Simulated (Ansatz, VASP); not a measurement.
# Ba in VASP and in Ansatz

Contents of INCAR:

```
SYSTEM = Ba
PREC     = Accurate       ! precision mode
ENCUT    = 520            ! plane-wave cutoff, eV
EDIFF    = 1E-6           ! SCF threshold, eV
ISMEAR   = -1             ! smearing method
SIGMA    = 0.05           ! smearing width, eV
LREAL    = .False.        ! projectors in reciprocal space
LASPH    = .True.         ! aspherical terms in the spheres
NELM     = 100            ! most SCF steps
ALGO     = Normal         ! electronic algorithm
ISIF     = 2              ! what is computed and relaxed
LWAVE    = .False.        ! write WAVECAR
LCHARG   = .False.        ! write CHGCAR
GGA      = PS             ! functional
NBANDS   = 11             ! bands
```

File KPOINTS:

```
Automatic mesh
0
Gamma
  10 10 10
  0 0 0
```

The input POSCAR:

```
Ba
1.0
   -2.4489652718      2.4489652718      2.4489652718
    2.4489652718     -2.4489652718      2.4489652718
    2.4489652718      2.4489652718     -2.4489652718
Ba
1
Direct
    0.0000000000      0.0000000000      0.0000000000
```

Input for Ansatz:

```yaml
crystal:
  lattice:
    - [-2.4489652718, 2.4489652718, 2.4489652718]
    - [2.4489652718, -2.4489652718, 2.4489652718]
    - [2.4489652718, 2.4489652718, -2.4489652718]
  atoms:
    - { symbol: Ba, position: [0.0, 0.0, 0.0] }
kpoints:
  mp_grid: { grid: [10, 10, 10] }
  band_path:
    path:
      - [0.0, 0.0, 0.0]
      - [0.5, -0.5, 0.5]
      - [0.0, 0.0, 0.5]
      - [0.0, 0.0, 0.0]
      - [0.25, 0.25, 0.25]
      - [0.5, -0.5, 0.5]
      - [0.25, 0.25, 0.25]
      - [0.0, 0.0, 0.5]
    npoints: 5
scf:
  occupations: { method: fermi_dirac, width: 0.05 }
hamiltonian:
  xc: pbesol
  pseudopotentials: { kind: all_electron, lapw: { basis_error: 0.0005 } }
output:
  forces: true
  stress: true
  eigenvalues: true
```

Change from the starting cell: volume scaled by 0.94.

Alike in both runs: task single point; functional PBEsol; k mesh 10 × 10 × 10; occupations fermi-dirac, width 0.05 eV; no spin polarisation.

|  | VASP | Ansatz |
| --- | --- | --- |
| version | VASP 6.6.1 | Ansatz 0.2.0 |
| potentials or method | VASP PAW PBE potentials, release 64 (Ba_sv), cutoff 520 eV | all-electron LAPW, scalar-relativistic |

```tsv
	VASP	Ansatz	Ansatz less VASP
pressure (GPa)	0.0	-0.1	-0.08
```

VASP's potentials were made for PBE, not for PBEsol. Ansatz ran all-electron here, and VASP with PAW potentials.

Spin-orbit coupling is off throughout.
